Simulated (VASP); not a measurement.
I:

```
CELL_PARAMETERS angstrom
0.00000 3.49500 3.49500
3.49500 0.00000 3.49500
3.49500 3.49500 0.00000
ATOMIC_POSITIONS crystal
I 0.00000 0.00000 0.00000
I 0.25000 0.25000 0.25000
```

| Quantity | Value |
| --- | --- |
| Program | VASP 6.6.1 |
| Task | relaxation of cell and atoms |
| Functional | PBE |
| Potentials or basis | VASP PAW PBE potentials, release 64 (I) |
| Cutoff | 500 eV |
| k mesh | 6 × 6 × 6 |
| Occupations | fermi-dirac, width 0.02 eV |
| Spin | no spin polarisation |

At the start: pressure 8.9 GPa; volume 42.69 Å³/atom.

Problem. Where does the relaxation end?

Solution. Over 3 steps the energy falls by 351.8 meV/atom and the volume is 60.49 Å³/atom (+41.7 %); space group Fd-3m (No. 227, to 0.1 Å) before and after.

Step by step:
```
step  energy change (eV)  largest force (eV/Å)  pressure (GPa)  volume (Å³)
   1              0.0000                0.0000            8.94        85.38
   2             -0.7026                0.0000            0.19       118.35
   3             -0.7036                0.0000           -0.07       120.98
```

Final structure:
```yaml
crystal:
  lattice:
    - [0.00000, 3.92548, 3.92548]
    - [3.92548, 0.00000, 3.92548]
    - [3.92548, 3.92548, 0.00000]
  atoms:
    - { symbol: I, position: [0.00000, 0.00000, 0.00000] }
    - { symbol: I, position: [0.25000, 0.25000, 0.25000] }
```

Caveat: the volume moved by over 15 % at a fixed basis, so the end points are rough.
